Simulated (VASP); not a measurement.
Here is a VASP 6.6.1 calculation.

Contents of POSCAR:

```
W
1.0
    2.5865601591      0.0000000000      0.0000000000
    0.0000000000      2.5865601591      0.0000000000
    0.0000000000      0.0000000000      2.5865601591
W
1
Direct
    0.0000000000      0.0000000000      0.0000000000
```

Contents of INCAR.step1:

```
ALGO = Normal
EDIFF = 1E-4
ENCUT = 520
GGA = PE
ISMEAR = -1
LASPH = True
LCHARG = False
LREAL = False
LWAVE = True
NBANDS = 13
NELM = 100
PREC = Accurate
SIGMA = 0.1
```

File INCAR.step2:

```
ALGO = Normal
EDIFF = 1E-6
ENCUT = 520
ISIF = 2
ISMEAR = -1
ISTART = 1
LASPH = True
LCHARG = False
LMIXTAU = True
LREAL = False
LWAVE = False
METAGGA = R2SCAN
NBANDS = 13
NELM = 100
PREC = Accurate
SIGMA = 0.1
```

Contents of KPOINTS:

```
k-points
0
Gamma
  13 13 13
```

Potentials or basis: VASP PAW PBE potentials, release 64 (W_sv).

Command:

```sh
$ cat potpaw_PBE.64/W_sv/POTCAR > POTCAR
$ cp INCAR.step1 INCAR
$ mpirun -np 1 vasp_std > vasp.out
$ cp INCAR.step2 INCAR
$ mpirun -np 1 vasp_std > vasp.out
```

(1) Estimate the band gap on the k mesh.

(2) Estimate the pressure.

Results:

(1) zero (band 7 reaches 12.18 eV, above the bottom of band 8 at 9.22 eV).

(2) 10.5 GPa.

Caveat: the PAW data sets were made with another functional, which shifts forces and pressure a little; spin-orbit coupling is left out, which moves the levels of the heavy elements.
